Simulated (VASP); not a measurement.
CS2:

```
C S
1.0
     3.82751    0.00000    0.00000
     0.00000    3.82751    0.00000
     0.00000    0.00000    3.52457
C S
1 2
Direct
  0.00000 0.00000 0.00000
  0.00000 0.50000 0.00000
  0.50000 0.00000 0.00000
```

The cell was built from a structure type or drawn by symmetry, and may not be a known phase.

```yaml
Program: VASP 6.6.1
Task: relaxation of cell and atoms
Functional: PBE
Dispersion: D3(BJ)
Potentials_or_basis: VASP PAW PBE potentials, release 64 (C, S)
Cutoff: 600 eV
k_mesh: 4 × 4 × 6
Occupations: gaussian, width 0.1 eV
Spin: no spin polarisation
```

At the start: pressure -0.8 GPa; volume 17.21 Å³/atom.

Q: How do energy, volume and symmetry change on relaxing?

A: Over 11 steps the energy falls by 15.8 meV/atom and the volume is 15.41 Å³/atom (-10.5 %); space group P4/mmm (No. 123, to 0.1 Å) before and after.

Step by step:
| step | energy change (eV) | largest force (eV/Å) | pressure (GPa) | volume (Å³) |
| --- | --- | --- | --- | --- |
| 1 | 0.0000 | 0.0000 | -0.83 | 51.63 |
| 2 | -0.0013 | 0.0000 | 0.18 | 50.97 |
| 3 | -0.0014 | 0.0000 | -0.05 | 51.12 |
| 4 | -0.0027 | 0.0000 | -0.06 | 50.85 |
| 5 | -0.0078 | 0.0000 | -0.14 | 50.03 |
| 6 | -0.0257 | 0.0000 | -0.36 | 48.41 |
| 7 | -0.0422 | 0.0000 | 0.80 | 45.18 |
| 8 | -0.0465 | 0.0000 | 0.19 | 46.47 |
| 9 | -0.0472 | 0.0000 | 0.34 | 46.13 |
| 10 | -0.0378 | 0.0000 | -2.10 | 46.88 |
| 11 | -0.0473 | 0.0000 | 0.03 | 46.22 |

Final structure:
```yaml
crystal:
  lattice:
    - [3.81179, 0.00000, 0.00000]
    - [0.00000, 3.81179, 0.00000]
    - [0.00000, 0.00000, 3.18109]
  atoms:
    - { symbol: C, position: [0.00000, 0.00000, 0.00000] }
    - { symbol: S, position: [0.00000, 0.50000, 0.00000] }
    - { symbol: S, position: [0.50000, 0.00000, 0.00000] }
```

Caveat: the k points lie up to 0.41 Å⁻¹ apart in the final cell, too coarse for converged energies and pressures of a metal.
